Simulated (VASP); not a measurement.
SrCl2:

```xyz
3
Lattice="0.0000 3.4977 3.4977 3.4977 0.0000 3.4977 3.4977 3.4977 0.0000" Properties=species:S:1:pos:R:3 pbc="T T T"
Sr    0.0000    0.0000    0.0000
Cl    1.7488    1.7488    1.7488
Cl    5.2465    5.2465    5.2465
```

Base run:

| Property | Result |
| --- | --- |
| Program | VASP 6.6.1 |
| Functional | r2SCAN |
| Potentials or basis | VASP PAW PBE potentials, release 64 (Sr_sv, Cl) |
| Cutoff | 550 eV |
| k mesh | 4 × 4 × 4, shifted |
| Occupations | gaussian, width 0.01 eV |
| Spin | no spin polarisation |

Its results: band gap on the k mesh 6.31 eV; pressure 0.1 GPa.

Task: The run is repeated on the same cell with these changes: k mesh from 4 × 4 × 4, shifted to 4 × 4 × 4, through Γ. What comes out?

Result: Band gap on the k mesh 5.94 eV (least direct gap 5.99 eV); pressure 0.1 GPa.

Caveats: the PAW data sets were made with another functional, which shifts forces and pressure a little; a shifted mesh leaves out Γ, where band edges can lie (at least some runs).

A k mesh can miss the band edges.
